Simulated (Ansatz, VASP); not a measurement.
ZnO in VASP and in Ansatz

```
CELL_PARAMETERS angstrom
6.50949 0.00000 0.00000
0.00000 5.25642 0.00000
0.00000 0.00000 25.37134
ATOMIC_POSITIONS crystal
Zn 0.50000 0.99838 0.31532
Zn 0.00000 0.99838 0.31532
Zn 0.75000 0.49838 0.35235
Zn 0.25000 0.49838 0.35235
Zn 0.75000 0.99838 0.42641
Zn 0.25000 0.99838 0.42641
Zn 0.00220 0.49948 0.46254
Zn 0.49780 0.49948 0.46254
Zn 0.98999 0.99834 0.53791
Zn 0.50996 0.99835 0.53791
Zn 0.24999 0.54999 0.58196
Zn 0.74998 0.47647 0.56275
O 0.50000 0.61952 0.31532
O 0.00000 0.61952 0.31532
O 0.75000 0.11952 0.35235
O 0.25000 0.11952 0.35235
O 0.75000 0.61952 0.42641
O 0.25000 0.61952 0.42641
O 0.00182 0.11998 0.46292
O 0.49817 0.11997 0.46293
O 0.00376 0.62168 0.53727
O 0.49619 0.62168 0.53727
O 0.24997 0.02192 0.58150
O 0.74997 0.12471 0.57121
```

Alike in both runs: task single point; functional PBE; dispersion D3(BJ); k mesh 3 × 3 × 1; occupations gaussian, width 0.05 eV; no spin polarisation.

```csv
,VASP,Ansatz
version,VASP 6.6.1,Ansatz 0.2.0
potentials or method,"VASP PAW PBE potentials, release 64 (Zn, O), cutoff 520 eV","scalar-relativistic, plane waves, PAW"
valence electrons in the cell,216,216
```

|  | VASP | Ansatz | Ansatz less VASP |
| --- | --- | --- | --- |
| gap on the k mesh at the Fermi level (eV) | 0.39 | 0.42 | +0.021 |
| least direct gap on the mesh (eV) | 0.39 | 0.42 | +0.021 |
| rms of the force components (eV/Å) | 0.521 | 0.529 | +0.0079 |
